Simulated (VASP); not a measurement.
Be3CdSe4: single point with PBEsol

Crystal: Be3CdSe4.

```
Be Cd Se
1.0
     5.33776    0.00003    0.00001
     0.00003    5.33778   -0.00007
     0.00001   -0.00007    5.33783
Be Cd Se
3 1 4
Direct
  0.99825 0.97844 0.50440
  0.99824 0.47844 0.00439
  0.49823 0.97843 0.00440
  0.99822 0.97844 0.00441
  0.27067 0.25085 0.27681
  0.27066 0.70603 0.73198
  0.72583 0.25085 0.73198
  0.72583 0.70601 0.27682
```

```
Program                : VASP 6.6.1
Task                   : single point
Functional             : PBEsol
Potentials or basis    : VASP PAW PBE potentials, release 64 (Be, Cd, Se)
Cutoff                 : 600 eV
k mesh                 : 4 × 4 × 4
Occupations            : fermi-dirac, width 0.05 eV
Spin                   : no spin polarisation
Dipole correction      : no
Further INCAR settings : ALGO = Normal; EDIFF = 1e-06; NBANDS = 31
```

```yaml
Pressure: 0.4 GPa
Largest_force: 0.081 eV/Å
Band_gap_on_the_k_mesh: 2.39 eV
```

Forces on the atoms (eV/Å):
```
Be   0.000  0.000  0.000
Be   0.000  0.000  0.000
Be   0.000  0.000  0.000
Cd   0.000  0.000  0.000
Se   0.046  0.047  0.047
Se   0.046 -0.047 -0.046
Se  -0.047  0.047 -0.047
Se  -0.047 -0.047  0.047
```

Levels at points of the mesh, in eV from the valence-band top:
```csv
k point,band 17,band 18,band 19,band 20,band 21,band 22,band 23,band 24,band 25,band 26
"(0.00, 0.00, 0.00)",-2.47,-2.47,0.00,0.00,0.00,2.39,2.56,2.56,2.56,3.26
"(0.50, 0.00, 0.00)",-2.28,-1.75,-1.75,-1.09,-1.09,3.44,3.70,4.24,4.90,4.99
"(0.00, 0.50, 0.00)",-2.28,-1.75,-1.75,-1.09,-1.09,3.44,3.70,4.24,4.90,4.99
"(0.50, 0.50, 0.00)",-2.59,-1.28,-0.81,-0.81,-0.58,3.68,4.36,4.36,4.58,5.55
"(0.00, 0.00, 0.50)",-2.28,-1.75,-1.75,-1.09,-1.09,3.44,3.70,4.24,4.90,4.99
"(0.50, 0.00, 0.50)",-2.59,-1.28,-0.81,-0.81,-0.58,3.68,4.36,4.36,4.58,5.55
"(0.00, 0.50, 0.50)",-2.59,-1.28,-0.81,-0.81,-0.58,3.68,4.36,4.36,4.58,5.55
"(0.50, 0.50, 0.50)",-0.68,-0.68,-0.58,-0.58,-0.58,2.69,3.34,3.34,3.34,5.19
```

It took 8.3 min on 1 thread of Intel Xeon 8259CL, with other jobs on the host, peak memory 0.42 GiB.

Caveat: the PAW data sets were made with another functional, which shifts forces and pressure a little. A k mesh can miss the band edges.
